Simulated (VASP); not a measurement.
# Ru (Fm-3m) in VASP: notebook

Ru is run at these levels: revPBE; tasks: single point.

Everything below comes from runs of VASP 6.6.1. Logs are shortened: lines on timing, memory, paths and dates and some standing lists are left out, and cuts for length are marked.

### Step 1. The cell of the first run

It takes space group Fm-3m (No. 225, cubic). Conventional cell: a = 3.825 Å, b = 3.825 Å, c = 3.825 Å, α = 90.00°, β = 90.00°, γ = 90.00°. Ru (site symmetry m-3m) has 12 Ru at 2.71 Å within 3.6 Å.

### Step 2. Single point, revPBE

File INCAR:

```
SYSTEM = Ru
PREC = Accurate
ENCUT = 520
EDIFF = 1E-7
ISMEAR = -1
SIGMA = 0.1
LREAL = .False.
LASPH = .True.
NELM = 60
ALGO = Normal
ISIF = 2
LWAVE = .False.
LCHARG = .False.
GGA = RE
NBANDS = 13
```

File KPOINTS:

```
regular mesh
0
Gamma
  14 14 14
  0 0 0
```

File POSCAR:

```
Ru
1.0
    0.0000000000      1.9127432108      1.9127432108
    1.9127432108      0.0000000000      1.9127432108
    1.9127432108      1.9127432108      0.0000000000
Ru
1
Direct
    0.0000000000      0.0000000000      0.0000000000
```

Potentials or basis: VASP PAW PBE potentials, release 64 (Ru_pv).

The run is started by

```console
$ cat potpaw_PBE.64/Ru_pv/POTCAR > POTCAR
$ mpirun -np 1 vasp_std > vasp.out
```

OUTCAR:

```text
SYSTEM = Ru
   PREC = Accurate
   ENCUT = 520
   EDIFF = 1E-7
   ISMEAR = -1
   LREAL = .False.
   LASPH = .True.
   NELM = 60
   ISIF = 2
   GGA = RE

 ion  position               nearest neighbor table
   1  0.000  0.000  0.000-

  LATTYP: Found a face centered cubic cell.
 ALAT       =     3.8254864216

  Lattice vectors:

 A1 = (   0.0000000000,   1.9127432108,   1.9127432108)
 A2 = (   1.9127432108,   0.0000000000,   1.9127432108)
 A3 = (   1.9127432108,   1.9127432108,   0.0000000000)

Analysis of symmetry for initial positions (statically):
=====================================================================
 Subroutine PRICEL returns:
 Original cell was already a primitive cell.

 Routine SETGRP: Setting up the symmetry group for a
 face centered cubic supercell.

 Subroutine GETGRP returns: Found 48 space group operations
 (whereof 48 operations were pure point group operations)
 out of a pool of 48 trial point group operations.

The static configuration has the point symmetry O_h .

Analysis of symmetry for dynamics (positions and initial velocities):
=====================================================================
 Subroutine PRICEL returns:
 Original cell was already a primitive cell.

 Routine SETGRP: Setting up the symmetry group for a
 face centered cubic supercell.

 Subroutine GETGRP returns: Found 48 space group operations
 (whereof 48 operations were pure point group operations)
 out of a pool of 48 trial point group operations.

The dynamic configuration has the point symmetry O_h .

 Subroutine INISYM returns: Found 48 space group operations
 (whereof 48 operations are pure point group operations),
 and found     1 'primitive' translations

----------------------------------------------------------------------------------------

                                     Primitive cell

  volume of cell :      13.9959

  direct lattice vectors                    reciprocal lattice vectors
     0.000000000  1.912743211  1.912743211    -0.261404666  0.261404666  0.261404666
     1.912743211  0.000000000  1.912743211     0.261404666 -0.261404666  0.261404666
     1.912743211  1.912743211  0.000000000     0.261404666  0.261404666 -0.261404666

  length of vectors
     2.705027390  2.705027390  2.705027390     0.452766163  0.452766163  0.452766163

  position of ions in fractional coordinates (direct lattice)
     0.000000000  0.000000000  0.000000000

  ion indices of the primitive-cell ions
   primitive index   ion index
                 1           1

----------------------------------------------------------------------------------------

 KPOINTS: regular mesh

Automatic generation of k-mesh.
 Grid dimensions read from file:
 generate k-points for:   14   14   14

 Generating k-lattice:

  Cartesian coordinates                     Fractional coordinates (reciprocal lattice)
    -0.018671762  0.018671762  0.018671762     0.071428571  0.000000000  0.000000000
     0.018671762 -0.018671762  0.018671762     0.000000000  0.071428571  0.000000000
     0.018671762  0.018671762 -0.018671762     0.000000000  0.000000000  0.071428571

  Length of vectors
     0.032340440  0.032340440  0.032340440

  Shift w.r.t. Gamma in fractional coordinates (k-lattice)
     0.000000000  0.000000000  0.000000000

 Subroutine IBZKPT returns following result:
 ===========================================

 Found    104 irreducible k-points:

 Following reciprocal coordinates:
            Coordinates               Weight
  0.000000  0.000000  0.000000      1.000000
  0.071429  0.000000  0.000000      8.000000
  0.142857  0.000000  0.000000      8.000000
  0.214286  0.000000  0.000000      8.000000
  0.285714  0.000000  0.000000      8.000000
  0.357143  0.000000  0.000000      8.000000
[... 16 lines left out ...]
  0.214286  0.142857  0.000000     24.000000
  0.285714  0.142857  0.000000     24.000000
 [... further k-points ...]
   k-points           NKPTS =    104   k-points in BZ     NKDIM =    104   number of bands    NBANDS=     13
   number of dos      NEDOS =    301   number of ions     NIONS =      1
   total plane-waves  NPLWV =   8000
   dimension x,y,z NGX =    20 NGY =   20 NGZ =   20
   dimension x,y,z NGXF=    40 NGYF=   40 NGZF=   40
   ions per type =               1
   NGX,Y,Z   is equivalent  to a cutoff of  12.29, 12.29, 12.29 a.u.
   NGXF,Y,Z  is equivalent  to a cutoff of  24.58, 24.58, 24.58 a.u.
 SYSTEM =  Ru
   PREC   = accura    normal or accurate (medium, high low for compatibility)
   ISTART =      0    job   : 0-new  1-cont  2-samecut
   ICHARG =      2    charge: 1-file 2-atom 10-const
   ISPIN  =      1    spin polarized calculation?
   LNONCOLLINEAR =      F non collinear calculations
   LSORBIT =      F    spin-orbit coupling
   LASPH  =      T    aspherical Exc in radial PAW
   ENCUT  =  520.0 eV  38.22 Ry    6.18 a.u.   5.03  5.03  5.03*2*pi/ulx,y,z
   NELM   =     60;   NELMIN=  2; NELMDL= -5     # of ELM steps
   EDIFF  = 0.1E-06   stopping-criterion for ELM
   LREAL  =      F    real-space projection
   EDIFFG = 0.1E-05   stopping-criterion for IOM
   NSW    =      0    number of steps for IOM
   IBRION =     -1    ionic relax: 0-MD 1-quasi-New 2-CG
   NFREE  =      0    steps in history (QN), initial steepest desc. (CG)
   ISIF   =      2    stress and relaxation
   ISYM   =      2    0-nonsym 1-usesym 2-fastsym
   POTIM  = 0.5000    time-step for ionic-motion
   TEBEG  =    0.0;   TEEND  =   0.0 temperature during run
   PSTRESS=    0.0 pullay stress
   NELECT =      14.0000    total number of electrons
   NUPDOWN=      -1.0000    fix difference up-down
   EMIN   =  10.00;   EMAX   =-10.00  energy-range for DOS
   EFERMI =   0.00;   METHOD = LEGACY
   ISMEAR =    -1;   SIGMA  =   0.10  broadening in eV -4-tet -1-fermi 0-gaus
   EFERMI_NEDOS =   21; number of points for ismear=-14 and -15
   IALGO  =     38    algorithm
   IMIX   =      4    mixing-type and parameters
     AMIX     =   0.40;   BMIX     =  1.00
     AMIX_MAG =   1.60;   BMIX_MAG =  1.00
  volume/ion in A,a.u.               =      14.00        94.45
  Fermi-wavevector in a.u.,A,eV,Ry     =   1.637259  3.093972 36.472029  2.680619
  Thomas-Fermi vector in A             =   2.728429
   LORBIT       =      0    0 simple, 1 ext, 2 COOP (PROOUT), +10 PAW based schemes
   GGA     = RE    functional components
   LHFCALC =     F    Hartree Fock is set to
   AEXX    =    0.0000 exact exchange contribution
   IVDW    =     0    specifies the selected vdW correction
   LEPSILON=     F    determine dielectric tensor
   LRPA    =     F    only Hartree local field effects (RPA)
 non-spin polarized calculation
  energy-cutoff  :      520.00
  volume of cell :       14.00
 maximum number of plane-waves:       388
   NGX =  9   NGY =  9   NGZ =  9

 number of electron      13.9999999 magnetization

 Free energy of the ion-electron system (eV)
  ---------------------------------------------------
  ext. energy  EPLUGINS =         0.00000000
  ---------------------------------------------------
  free energy    TOTEN  =        -8.62858625 eV

  energy without entropy =       -8.58587385  energy(sigma->0) =       -8.60723005

 E-fermi :  12.2438     XC(G=0): -13.8758

 val. band max:       12.2171560810   @ k =   0.2857   0.0714   0.0000
 cond. band min:      12.2447996307   @ k =   0.3571   0.2143   0.0714
 fundamental gap:      0.0276435497
 Fermi energy:        12.2438118415

 k-point     1 :       0.0000    0.0000    0.0000
  band No.  band energies     occupation
      1     -30.1588      2.00000
      2     -30.1588      2.00000
      3     -30.1588      2.00000
      4       4.5599      2.00000
      5       9.8067      2.00000
      6       9.8067      2.00000
      7       9.8067      2.00000
      8      12.1381      1.48419
      9      12.1381      1.48419
     10      22.9136      0.00000
     11      27.3387      0.00000
     12      32.9253      0.00000
     13      32.9253      0.00000

 k-point     2 :       0.0714    0.0000    0.0000
  band No.  band energies     occupation
      1     -30.2087      2.00000
      2     -30.1653      2.00000
      3     -30.1653      2.00000
      4       4.7705      2.00000
      5       9.6999      2.00000
      6       9.8934      2.00000
      7       9.8934      2.00000
      8      12.0843      1.66265
      9      12.0843      1.66265
     10      22.9135      0.00000
     11      27.6836      0.00000
     12      31.9166      0.00000
     13      33.2636      0.00000

 k-point     3 :       0.1429    0.0000    0.0000
  band No.  band energies     occupation
      1     -30.3473      2.00000
      2     -30.1836      2.00000
      3     -30.1836      2.00000
      4       5.3503      2.00000
      5       9.4680      2.00000
      6      10.0939      2.00000
      7      10.0939      2.00000
      8      12.0005      1.83862
      9      12.0005      1.83862
     10      22.9134      0.00000
     11      28.5546      0.00000
     12      30.0805      0.00000
     13      34.2309      0.00000
[... 305 lines left out ...]
 k-point    23 :       0.2143    0.1429    0.0000
  band No.  band energies     occupation
      1     -30.4692      2.00000
      2     -30.2588      2.00000
      3     -30.2509      2.00000
      4       6.2145      2.00000
      5       8.7407      2.00000
      6      10.5171      2.00000
      7      10.6956      2.00000
      8      11.3412      1.99976
      9      12.6021      0.05411
     10      22.9134      0.00000
     11      29.9790      0.00000
     12      30.0295      0.00000
     13      33.1197      0.00000

 k-point    24 :       0.2857    0.1429    0.0000
  band No.  band energies     occupation
      1     -30.6446      2.00000
      2     -30.2915      2.00000
      3     -30.2813      2.00000
      4       6.8619      2.00000
      5       8.6356      2.00000
      6      10.1400      2.00000
      7      10.7980      2.00000
      8      12.1332      1.50263
      9      12.9508      0.00170
     10      22.9133      0.00000
     11      28.2755      0.00000
     12      30.4042      0.00000
     13      33.0684      0.00000

 [... further k-points ...]

------------------------ aborting loop because EDIFF is reached ----------------------------------------

  FORCE on cell =-STRESS in cart. coord.  units (eV):
  Direction    XX          YY          ZZ          XY          YZ          ZX
  --------------------------------------------------------------------------------------
  -------------------------------------------------------------------------------------
  Total       -0.0064187     -0.0064187     -0.0064187      0.0000000      0.0000000     -0.0000000
  in kB       -0.7347817     -0.7347817     -0.7347817      0.0000000      0.0000000     -0.0000000
  external PRESSURE =      -0.7347817 kB  Pullay stress =       0.0000000 kB

 VOLUME and BASIS-vectors are now :
 -----------------------------------------------------------------------------
  energy-cutoff  :      520.00
  volume of cell :       14.00
      direct lattice vectors                 reciprocal lattice vectors
     0.000000000  1.912743211  1.912743211    -0.261404666  0.261404666  0.261404666
     1.912743211  0.000000000  1.912743211     0.261404666 -0.261404666  0.261404666
     1.912743211  1.912743211  0.000000000     0.261404666  0.261404666 -0.261404666

 POSITION                                       TOTAL-FORCE (eV/Angst)
 -----------------------------------------------------------------------------------
      0.00000      0.00000      0.00000        -0.000000      0.000000      0.000000
 -----------------------------------------------------------------------------------
    total drift:                                0.000000     -0.000000      0.000000

  FREE ENERGIE OF THE ION-ELECTRON SYSTEM (eV)
  ---------------------------------------------------
  free  energy   TOTEN  =        -8.6285862477 eV

  energy  without entropy=       -8.5858738506  energy(sigma->0) =       -8.60723005
```

It took 6.2 s on 1 thread of Intel Xeon 6975P-C (Granite Rapids), shared host; peak memory 0.13 GiB.

What came out:

* Free energy: -8.6286 eV
* Pressure: -0.1 GPa
* Band gap on the k mesh: zero (band 7 reaches 14.41 eV, above the bottom of band 8 at 11.14 eV)

Caveat: the PAW data sets were made with another functional, which shifts forces and pressure a little.

### Step 3. Single point, revPBE (volume scaled by 0.88)

File INCAR:

```
PREC = Accurate
ENCUT = 520
EDIFF = 1E-7
ISMEAR = -1
SIGMA = 0.1
LREAL = F
LASPH = T
NELM = 60
ALGO = Normal
ISIF = 2
LWAVE = F
LCHARG = F
GGA = RE
NBANDS = 13
```

File KPOINTS:

```
Automatic mesh
0
Gamma
  16 16 16
```

File POSCAR:

```
Ru
1.0
    0.0000000000      1.8329511603      1.8329511603
    1.8329511603      0.0000000000      1.8329511603
    1.8329511603      1.8329511603      0.0000000000
Ru
1
Direct
    0.0000000000      0.0000000000      0.0000000000
```

Potentials or basis: VASP PAW PBE potentials, release 64 (Ru_pv).

The run is started by

```console
$ cat potpaw_PBE.64/Ru_pv/POTCAR > POTCAR
$ mpirun -np 1 vasp_std > vasp.out
```

Run time: 8.5 s. Hardware: 1 thread of Intel Xeon 6975P-C (Granite Rapids), shared host; peak memory 0.14 GiB.

It converged, with:

```
Free energy            : -8.3952 eV
Pressure               : 50.9 GPa
Band gap on the k mesh : zero (band 7 reaches 17.31 eV, above the bottom of band 8 at 13.10 eV)
```

Levels at points of the mesh, in eV from the Fermi level:
| k point | band 3 | band 4 | band 5 | band 6 | band 7 | band 8 | band 9 | band 10 | band 11 | band 12 |
| --- | --- | --- | --- | --- | --- | --- | --- | --- | --- | --- |
| (0.00, 0.00, 0.00) | -42.47 | -8.48 | -3.02 | -3.02 | -3.02 | -0.18 | -0.18 | 10.46 | 14.89 | 21.22 |
| (0.50, 0.00, 0.00) | -42.66 | -6.87 | -3.18 | -3.18 | 1.12 | 2.01 | 2.01 | 10.46 | 11.43 | 14.56 |
| (0.50, 0.50, 0.00) | -43.00 | -7.36 | -6.84 | 1.96 | 2.61 | 2.61 | 4.04 | 10.46 | 14.16 | 14.16 |

Caveat: the PAW data sets were made with another functional, which shifts forces and pressure a little.

### Step 4. Single point, revPBE (volume scaled by 0.92)

File INCAR:

```
SYSTEM = Ru
  ALGO = Normal
  EDIFF = 1E-6
  ENCUT = 520
  GGA = RE
  ISIF = 2
  ISMEAR = -1
  LASPH = .True.
  LCHARG = .False.
  LREAL = .False.
  LWAVE = .False.
  NBANDS = 13
  NELM = 80
  PREC = Accurate
  SIGMA = 0.1
```

File KPOINTS:

```
k-points
0
Gamma
  16 16 16
  0 0 0
```

File POSCAR:

```
Ru
1.0
    0.0000000000      1.8603126742      1.8603126742
    1.8603126742      0.0000000000      1.8603126742
    1.8603126742      1.8603126742      0.0000000000
Ru
1
Direct
    0.0000000000      0.0000000000      0.0000000000
```

The run is started by

```console
$ cat potpaw_PBE.64/Ru_pv/POTCAR > POTCAR
$ mpirun -np 1 vasp_std > vasp.out
```

It took 7 s on 1 thread of Intel Xeon 6975P-C (Granite Rapids), shared host; peak memory 0.14 GiB.

The run converged. Its results:

| Item | Value |
| --- | --- |
| Free energy | -8.5352 eV |
| Pressure | 29.8 GPa |
| Band gap on the k mesh | zero (band 7 reaches 16.26 eV, above the bottom of band 8 at 12.34 eV) |

Levels at points of the mesh, in eV from the Fermi level:
```tsv
k point	band 3	band 4	band 5	band 6	band 7	band 8	band 9	band 10	band 11	band 12
(0.00, 0.00, 0.00)	-42.47	-8.23	-2.82	-2.82	-2.82	-0.17	-0.17	10.51	14.96	21.03
(0.50, 0.00, 0.00)	-42.64	-6.51	-2.97	-2.97	1.06	1.87	1.87	10.51	10.80	14.60
(0.50, 0.50, 0.00)	-42.92	-6.92	-6.41	1.82	2.43	2.43	3.85	10.51	13.84	13.84
```

Caveat: the PAW data sets were made with another functional, which shifts forces and pressure a little.

### Step 5. Single point, revPBE (volume scaled by 0.96)

File INCAR:

```
  PREC = Accurate
  ENCUT = 520
  EDIFF = 1E-7
  ISMEAR = -1
  SIGMA = 0.1
  LREAL = False
  LASPH = True
  NELM = 80
  ALGO = Normal
  ISIF = 2
  LWAVE = False
  LCHARG = False
  GGA = RE
  NBANDS = 13
```

File KPOINTS:

```
regular mesh
0
Gamma
  16 16 16
```

File POSCAR:

```
Ru
1.0
    0.0000000000      1.8868921606      1.8868921606
    1.8868921606      0.0000000000      1.8868921606
    1.8868921606      1.8868921606      0.0000000000
Ru
1
Direct
    0.0000000000      0.0000000000      0.0000000000
```

The run is started by

```console
$ cat potpaw_PBE.64/Ru_pv/POTCAR > POTCAR
$ mpirun -np 1 vasp_std > vasp.out
```

Wall time 8.2 s (1 thread of Intel Xeon 6975P-C (Granite Rapids), shared host); peak memory 0.14 GiB.

Results (log left out):

- Free energy: -8.6092 eV
- Pressure: 13.0 GPa
- Band gap on the k mesh: zero (band 7 reaches 15.29 eV, above the bottom of band 8 at 11.64 eV)

Levels at points of the mesh, in eV from the Fermi level:
| k point | band 3 | band 4 | band 5 | band 6 | band 7 | band 8 | band 9 | band 10 | band 11 | band 12 |
| --- | --- | --- | --- | --- | --- | --- | --- | --- | --- | --- |
| (0.00, 0.00, 0.00) | -42.46 | -7.97 | -2.65 | -2.65 | -2.65 | -0.16 | -0.16 | 10.56 | 15.01 | 20.83 |
| (0.50, 0.00, 0.00) | -42.61 | -6.17 | -2.77 | -2.77 | 1.02 | 1.74 | 1.74 | 10.22 | 10.57 | 14.63 |
| (0.50, 0.50, 0.00) | -42.86 | -6.51 | -6.03 | 1.70 | 2.27 | 2.27 | 3.69 | 10.56 | 13.55 | 13.55 |

Caveat: the PAW data sets were made with another functional, which shifts forces and pressure a little.

### Step 6. Overview

| cell | k mesh | gap on the mesh (eV) | pressure (GPa) |
| --- | --- | --- | --- |
| a = 2.705 Å, angles 60.0°, 1 atom | 14 × 14 × 14 | none | -0.1 |
| a = 2.592 Å, angles 60.0°, 1 atom | 16 × 16 × 16 | none | 50.9 |
| a = 2.631 Å, angles 60.0°, 1 atom | 16 × 16 × 16 | none | 29.8 |
| a = 2.668 Å, angles 60.0°, 1 atom | 16 × 16 × 16 | none | 13.0 |

Alike in all rows: task single point; level revPBE; potentials or basis VASP PAW PBE potentials, release 64 (Ru_pv); no spin polarisation; cutoff (eV) 520; smearing fermi-dirac 0.1 eV.

Caveats: the PAW data sets were made with another functional, which shifts forces and pressure a little.

Total energies depend on the potentials used, so only differences within one code and one set of settings carry meaning.
